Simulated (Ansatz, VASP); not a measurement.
One calculation of CaS, two programs

INCAR

```
SYSTEM = CaS
PREC = Accurate ; ENCUT = 500
EDIFF = 1E-6 ; ISMEAR = 0
SIGMA = 0.02 ; LREAL = .False.
LASPH = .True. ; NELM = 120
ALGO = Normal ; ISIF = 2
LWAVE = .False. ; LCHARG = .False.
GGA = PS ; NBANDS = 15
GGA_COMPAT = .False.
```

The input KPOINTS:

```
Automatic mesh
0
Gamma
  8 8 8
  0 0 0
```

File POSCAR:

```
CaS
1.0
    0.0000000000      2.9759671100      2.9759671100
    2.9759671100      0.0000000000      2.9759671100
    2.9759671100      2.9759671100      0.0000000000
Ca S
1 1
Direct
    0.0000000000      0.0000000000      0.0000000000
    0.5000000000      0.5000000000      0.5000000000
```

Input for Ansatz:

```yaml
crystal:
  lattice:
    - [0.0, 2.97596711, 2.97596711]
    - [2.97596711, 0.0, 2.97596711]
    - [2.97596711, 2.97596711, 0.0]
  atoms:
    - { symbol: Ca, position: [0.0, 0.0, 0.0] }
    - { symbol: S, position: [0.5, 0.5, 0.5] }
basis:
  ecutwfc: 420
kpoints:
  mp_grid: { grid: [8, 8, 8] }
hamiltonian:
  xc: pbesol
scf:
  occupations: { method: gaussian, width: 0.02 }
output:
  forces: true
  stress: true
  eigenvalues: true
```

Alike in both runs: task single point; functional PBEsol; k mesh 8 × 8 × 8; occupations gaussian, width 0.02 eV; no spin polarisation.

|  | VASP | Ansatz |
| --- | --- | --- |
| version | VASP 6.6.1 | Ansatz 0.2.0 |
| potentials or method | VASP PAW PBE potentials, release 64 (Ca_sv, S), cutoff 500 eV | scalar-relativistic, plane waves, PAW |
| valence electrons in the cell | 16 | 16 |

Ansatz gave:

- gap on the k mesh at the Fermi level (eV): 2.49
- least direct gap on the mesh (eV): 3.22
- pressure (GPa): -7.2

Question: Which values does VASP return?

Answer: gap on the k mesh at the Fermi level (eV): 2.49; least direct gap on the mesh (eV): 3.21; pressure (GPa): -7.1.

VASP's potentials were made for PBE, not for PBEsol. With one functional, cell and mesh, what is left measures potentials, basis and numerics.
